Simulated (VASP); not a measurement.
# Lu2NF3 (P2_1/m) in VASP: single point with PBE

Aim: the single point of Lu2NF3 with PBE.

All numbers are computed with VASP 6.6.1; they aren't measurements. Logs are shortened: lines on timing, memory, paths and dates and some standing lists are left out, and cuts for length are marked.

**1. The cell of the first run**

Symmetry: P2_1/m, No. 11, monoclinic system. Conventional cell: a = 5.993 Å, b = 3.817 Å, c = 7.057 Å, α = 90.00°, β = 96.62°, γ = 90.00°. Lu (site symmetry m) has 1 N at 2.12 Å and 8 F at 2.26 to 2.76 Å within 2.8 Å. Lu (site symmetry m) has 3 N at 2.17 to 2.20 Å and 2 F at 2.34 to 2.44 Å within 2.9 Å. Within 2.8 Å of N (site symmetry m) lie 4 Lu at 2.12 to 2.20 Å. F (site symmetry m) has 4 Lu at 2.32 to 2.76 Å and 8 F at 2.62 to 3.05 Å within 3.1 Å. Within 3.2 Å of F (site symmetry m) lie 5 Lu at 2.41 to 2.91 Å and 4 F at 2.62 to 2.88 Å and 3 N at 2.81 to 3.08 Å. F (site symmetry m) has 3 Lu at 2.26 to 2.32 Å and 4 F at 2.43 to 2.70 Å and 2 N at 2.90 Å within 3.0 Å.

**2. Single point, PBE**

File INCAR:

```
PREC = Accurate ; ENCUT = 520
EDIFF = 1E-6 ; ISMEAR = 0
SIGMA = 0.15 ; LREAL = False
LASPH = True ; NELM = 100
ALGO = Normal ; ISIF = 2
LWAVE = False ; LCHARG = True
GGA = PE ; LELF = True
LVHAR = True ; NBANDS = 88
```

File KPOINTS:

```
Automatic mesh
0
Gamma
  2 3 2
```

File POSCAR:

```
Lu2NF3
1.0
    5.9824952823      0.0000000000      0.3472415619
    0.0000000000      3.8169588590      0.0000000000
    0.4055781443      0.0000000000      7.0452581243
Lu N F
4 2 6
Direct
    0.7507031129      0.7500000000      0.8628008130
    0.2492968871      0.2500000000      0.1371991870
    0.7164580502      0.2500000000      0.4392661931
    0.2835419498      0.7500000000      0.5607338069
    0.3589814512      0.2500000000      0.4116049783
    0.6410185488      0.7500000000      0.5883950217
    0.1345674035      0.7500000000      0.8822126933
    1.0608654089      0.7500000000      0.2921092145
    0.8654325965      0.2500000000      0.1177873067
   -0.0608654089      0.2500000000      0.7078907855
    0.5291569504      0.2500000000      0.8932273770
    0.4708430496      0.7500000000      0.1067726230
```

Potentials or basis: VASP PAW PBE potentials, release 64 (Lu, N, F).

Command:

```
> cat potpaw_PBE.64/Lu/POTCAR potpaw_PBE.64/N/POTCAR potpaw_PBE.64/F/POTCAR > POTCAR
> mpirun -np 1 vasp_std > vasp.out
```

OUTCAR:

```text
PREC = Accurate
   ENCUT = 520
   EDIFF = 1E-6
   ISMEAR = 0
   LREAL = False
   LASPH = True
   NELM = 100
   ISIF = 2
   GGA = PE

 ion  position               nearest neighbor table
   1  0.751  0.750  0.863-   6 2.12  12 2.26   7 2.32  11 2.32  11 2.32  10 2.41  10 2.41   9 2.76
                             9 2.76   3 3.57   3 3.57   4 3.63   4 3.71
   2  0.249  0.250  0.137-   5 2.12  11 2.26   9 2.32  12 2.32  12 2.32   8 2.41   8 2.41   7 2.76
                             7 2.76   4 3.57   4 3.57   3 3.63   3 3.71
   3  0.716  0.250  0.439-   5 2.17   6 2.20   6 2.20   9 2.34  10 2.44   4 3.25   4 3.25   1 3.57
                             1 3.57   2 3.63   2 3.71
   4  0.284  0.750  0.561-   6 2.17   5 2.20   5 2.20   7 2.34   8 2.44   3 3.25   3 3.25   2 3.57
                             2 3.57   1 3.63   1 3.71
   5  0.359  0.250  0.412-   2 2.12   3 2.17   4 2.20   4 2.20
   6  0.641  0.750  0.588-   1 2.12   4 2.17   3 2.20   3 2.20
   7  0.135  0.750  0.882-   1 2.32   4 2.34   2 2.76   2 2.76
   8  0.061  0.750  0.292-   2 2.41   2 2.41   4 2.44
   9  0.865  0.250  0.118-   2 2.32   3 2.34   1 2.76   1 2.76
  10  0.939  0.250  0.708-   1 2.41   1 2.41   3 2.44
  11  0.529  0.250  0.893-   2 2.26   1 2.32   1 2.32
  12  0.471  0.750  0.107-   1 2.26   2 2.32   2 2.32

  LATTYP: Found a simple monoclinic cell.
 ALAT       =     5.9925642679
 B/A-ratio  =     0.6369491737
 C/A-ratio  =     1.1776131585
 COS(beta)  =    -0.1152254403

  Lattice vectors:

 A1 = (   5.9824952823,   0.0000000000,   0.3472415619)
 A2 = (   0.0000000000,  -3.8169588590,   0.0000000000)
 A3 = (  -0.4055781443,   0.0000000000,  -7.0452581243)

Analysis of symmetry for initial positions (statically):
=====================================================================
 Subroutine PRICEL returns:
 Original cell was already a primitive cell.

 Routine SETGRP: Setting up the symmetry group for a
 simple monoclinic supercell.

 Subroutine GETGRP returns: Found  4 space group operations
 (whereof  2 operations were pure point group operations)
 out of a pool of  4 trial point group operations.

The static configuration has the point symmetry S_2 .
 The point group associated with its full space group is C_2h.

Analysis of symmetry for dynamics (positions and initial velocities):
=====================================================================
 Subroutine PRICEL returns:
 Original cell was already a primitive cell.

 Routine SETGRP: Setting up the symmetry group for a
 simple monoclinic supercell.

 Subroutine GETGRP returns: Found  4 space group operations
 (whereof  2 operations were pure point group operations)
 out of a pool of  4 trial point group operations.

The dynamic configuration has the point symmetry S_2 .
 The point group associated with its full space group is C_2h.

 Subroutine INISYM returns: Found  4 space group operations
 (whereof  2 operations are pure point group operations),
 and found     1 'primitive' translations

----------------------------------------------------------------------------------------

                                     Primitive cell

  volume of cell :     160.3405

  direct lattice vectors                    reciprocal lattice vectors
     5.982495282  0.000000000  0.347241562     0.167714732  0.000000000 -0.009654924
     0.000000000  3.816958859  0.000000000     0.000000000  0.261988677  0.000000000
     0.405578144  0.000000000  7.045258124    -0.008266202  0.000000000  0.142415306

  length of vectors
     5.992564268  3.816958859  7.056922535     0.167992407  0.261988677  0.142655001

  position of ions in fractional coordinates (direct lattice)
     0.750703113  0.750000000  0.862800813
     0.249296887  0.250000000  0.137199187
     0.716458050  0.250000000  0.439266193
     0.283541950  0.750000000  0.560733807
     0.358981451  0.250000000  0.411604978
     0.641018549  0.750000000  0.588395022
     0.134567404  0.750000000  0.882212693
     0.060865409  0.750000000  0.292109215
     0.865432596  0.250000000  0.117787307
     0.939134591  0.250000000  0.707890785
     0.529156950  0.250000000  0.893227377
     0.470843050  0.750000000  0.106772623

  ion indices of the primitive-cell ions
   primitive index   ion index
                 1           1
                 2           2
                 3           3
                 4           4
                 5           5
                 6           6
                 7           7
                 8           8
                 9           9
                10          10
                11          11
                12          12

----------------------------------------------------------------------------------------

 KPOINTS: Automatic mesh

Automatic generation of k-mesh.
 Grid dimensions read from file:
 generate k-points for:    2    3    2

 Generating k-lattice:

  Cartesian coordinates                     Fractional coordinates (reciprocal lattice)
     0.083857366  0.000000000 -0.004827462     0.500000000  0.000000000 -0.000000000
     0.000000000  0.087329559  0.000000000     0.000000000  0.333333333  0.000000000
    -0.004133101  0.000000000  0.071207653     0.000000000  0.000000000  0.500000000

  Length of vectors
     0.083996203  0.087329559  0.071327501

  Shift w.r.t. Gamma in fractional coordinates (k-lattice)
     0.000000000  0.000000000  0.000000000

 Subroutine IBZKPT returns following result:
 ===========================================

 Found      8 irreducible k-points:

 Following reciprocal coordinates:
            Coordinates               Weight
  0.000000  0.000000  0.000000      1.000000
  0.500000  0.000000  0.000000      1.000000
  0.000000  0.333333  0.000000      2.000000
  0.500000  0.333333  0.000000      2.000000
  0.000000  0.000000  0.500000      1.000000
  0.500000  0.000000  0.500000      1.000000
  0.000000  0.333333  0.500000      2.000000
  0.500000  0.333333  0.500000      2.000000
   k-points           NKPTS =      8   k-points in BZ     NKDIM =      8   number of bands    NBANDS=     88
   number of dos      NEDOS =    301   number of ions     NIONS =     12
   total plane-waves  NPLWV =  72576
   dimension x,y,z NGX =    48 NGY =   28 NGZ =   54
   dimension x,y,z NGXF=    96 NGYF=   56 NGZF=  108
   ions per type =               4   2   6
   NGX,Y,Z   is equivalent  to a cutoff of  13.32, 12.20, 12.72 a.u.
   NGXF,Y,Z  is equivalent  to a cutoff of  26.63, 24.39, 25.44 a.u.
 SYSTEM =  unknown system
   PREC   = accura    normal or accurate (medium, high low for compatibility)
   ISTART =      0    job   : 0-new  1-cont  2-samecut
   ICHARG =      2    charge: 1-file 2-atom 10-const
   ISPIN  =      1    spin polarized calculation?
   LNONCOLLINEAR =      F non collinear calculations
   LSORBIT =      F    spin-orbit coupling
   LASPH  =      T    aspherical Exc in radial PAW
   ENCUT  =  520.0 eV  38.22 Ry    6.18 a.u.  11.14  7.10 13.12*2*pi/ulx,y,z
   NELM   =    100;   NELMIN=  2; NELMDL= -5     # of ELM steps
   EDIFF  = 0.1E-05   stopping-criterion for ELM
   LREAL  =      F    real-space projection
   EDIFFG = 0.1E-04   stopping-criterion for IOM
   NSW    =      0    number of steps for IOM
   IBRION =     -1    ionic relax: 0-MD 1-quasi-New 2-CG
   NFREE  =      0    steps in history (QN), initial steepest desc. (CG)
   ISIF   =      2    stress and relaxation
   ISYM   =      2    0-nonsym 1-usesym 2-fastsym
   POTIM  = 0.5000    time-step for ionic-motion
   TEBEG  =    0.0;   TEEND  =   0.0 temperature during run
   PSTRESS=    0.0 pullay stress
   NELECT =     152.0000    total number of electrons
   NUPDOWN=      -1.0000    fix difference up-down
   EMIN   =  10.00;   EMAX   =-10.00  energy-range for DOS
   EFERMI =   0.00;   METHOD = LEGACY
   ISMEAR =     0;   SIGMA  =   0.15  broadening in eV -4-tet -1-fermi 0-gaus
   EFERMI_NEDOS =   21; number of points for ismear=-14 and -15
   IALGO  =     38    algorithm
   IMIX   =      4    mixing-type and parameters
     AMIX     =   0.40;   BMIX     =  1.00
     AMIX_MAG =   1.60;   BMIX_MAG =  1.00
  volume/ion in A,a.u.               =      13.36        90.17
  Fermi-wavevector in a.u.,A,eV,Ry     =   1.608206  3.039068 35.189102  2.586326
  Thomas-Fermi vector in A             =   2.704112
   LORBIT       =      0    0 simple, 1 ext, 2 COOP (PROOUT), +10 PAW based schemes
   GGA     = PE    functional components
   LHFCALC =     F    Hartree Fock is set to
   AEXX    =    0.0000 exact exchange contribution
   IVDW    =     0    specifies the selected vdW correction
   LEPSILON=     F    determine dielectric tensor
   LRPA    =     F    only Hartree local field effects (RPA)
 non-spin polarized calculation
 Gauss-broadening in eV      SIGMA  =   0.15
  energy-cutoff  :      520.00
  volume of cell :      160.34
 maximum number of plane-waves:      4332
 NGX is ok and might be reduce to    48
   NGX = 23   NGY = 15   NGZ = 27

 number of electron     151.9999987 magnetization

 Free energy of the ion-electron system (eV)
  ---------------------------------------------------
  ext. energy  EPLUGINS =         0.00000000
  ---------------------------------------------------
  free energy    TOTEN  =       -82.92713601 eV

  energy without entropy =      -82.92713601  energy(sigma->0) =      -82.92713601

 E-fermi :   2.7472     XC(G=0): -11.0583

 val. band max:        2.0137479620   @ k =   0.5000   0.3333   0.0000
 cond. band min:       5.1573346596   @ k =   0.0000   0.0000   0.0000
 fundamental gap:      3.1435866977
 Fermi energy:         2.7472460475

 k-point     1 :       0.0000    0.0000    0.0000
  band No.  band energies     occupation
      1     -53.0892      2.00000
      2     -53.0853      2.00000
      3     -52.0019      2.00000
      4     -51.9761      2.00000
      5     -24.5080      2.00000
      6     -24.0573      2.00000
[... 717 lines left out ...]
     87       8.9554      0.00000
     88       8.9678      0.00000

------------------------ aborting loop because EDIFF is reached ----------------------------------------

  FORCE on cell =-STRESS in cart. coord.  units (eV):
  Direction    XX          YY          ZZ          XY          YZ          ZX
  --------------------------------------------------------------------------------------
  -------------------------------------------------------------------------------------
  Total        0.6887945      0.8493126      0.5130260      0.0000000      0.0000000      0.2114477
  in kB        6.8826719      8.4866238      5.1263322      0.0000000      0.0000000      2.1128586
  external PRESSURE =       6.8318760 kB  Pullay stress =       0.0000000 kB

 VOLUME and BASIS-vectors are now :
 -----------------------------------------------------------------------------
  energy-cutoff  :      520.00
  volume of cell :      160.34
      direct lattice vectors                 reciprocal lattice vectors
     5.982495282  0.000000000  0.347241562     0.167714732  0.000000000 -0.009654924
     0.000000000  3.816958859  0.000000000     0.000000000  0.261988677  0.000000000
     0.405578144  0.000000000  7.045258124    -0.008266202  0.000000000  0.142415306

 POSITION                                       TOTAL-FORCE (eV/Angst)
 -----------------------------------------------------------------------------------
      4.84101      2.86272      6.33933         0.031780     -0.000000      0.091302
      1.54706      0.95424      1.05317        -0.031780     -0.000000     -0.091302
      4.46436      0.95424      3.34353         0.048216     -0.000000     -0.029640
      1.92371      2.86272      4.04897        -0.048216      0.000000      0.029640
      2.31454      0.95424      3.02452        -0.001934     -0.000000      0.041130
      4.07353      2.86272      4.36798         0.001934     -0.000000     -0.041130
      1.16286      2.86272      6.26214         0.040192     -0.000000      0.017176
      0.48260      2.86272      2.07912        -0.050291      0.000000      0.022724
      5.22522      0.95424      1.13036        -0.040192     -0.000000     -0.017176
      5.90547      0.95424      5.31338         0.050291     -0.000000     -0.022724
      3.52795      0.95424      6.47676        -0.007450     -0.000000     -0.074520
      2.86012      2.86272      0.91574         0.007450     -0.000000      0.074520
 -----------------------------------------------------------------------------------
    total drift:                                0.000000     -0.000000     -0.000000

  FREE ENERGIE OF THE ION-ELECTRON SYSTEM (eV)
  ---------------------------------------------------
  free  energy   TOTEN  =       -82.9271360077 eV

  energy  without entropy=      -82.9271360077  energy(sigma->0) =      -82.92713601
```

Run time: 2.7 min. Hardware: 1 thread of Intel Xeon 6975P-C (Granite Rapids), shared host; peak memory 0.29 GiB.

Results:

```yaml
Free_energy: -82.9271 eV
Pressure: 0.7 GPa
Largest_force: 0.097 eV/Å
Band_gap_on_the_k_mesh: 3.14 eV, indirect (least direct gap 3.18 eV)
```

Forces on the atoms (eV/Å):
```
Lu   0.032  0.000  0.091
Lu  -0.032  0.000 -0.091
Lu   0.048  0.000 -0.030
Lu  -0.048  0.000  0.030
N   -0.002  0.000  0.041
N    0.002  0.000 -0.041
F    0.040  0.000  0.017
F   -0.050  0.000  0.023
F   -0.040  0.000 -0.017
F    0.050  0.000 -0.023
F   -0.007  0.000 -0.075
F    0.007  0.000  0.075
```

Stress tensor (GPa, compression positive):
```
0.69 0.00 0.21
0.00 0.85 0.00
0.21 0.00 0.51
```

Levels at points of the mesh, in eV from the valence-band top:
```tsv
k point	band 74	band 75	band 76	band 77	band 78	band 79
(0.00, 0.00, 0.00)	-0.98	-0.36	-0.04	3.14	4.16	4.63
(0.50, 0.00, 0.00)	-1.03	-0.47	-0.39	4.48	4.89	4.93
(0.00, 0.00, 0.50)	-0.94	-0.43	-0.09	3.77	4.42	4.44
(0.50, 0.00, 0.50)	-1.03	-0.49	-0.39	4.38	4.89	5.28
```

Caveat: the k points lie up to 0.55 Å⁻¹ apart; spin-orbit coupling is left out, which moves the levels of the heavy elements.
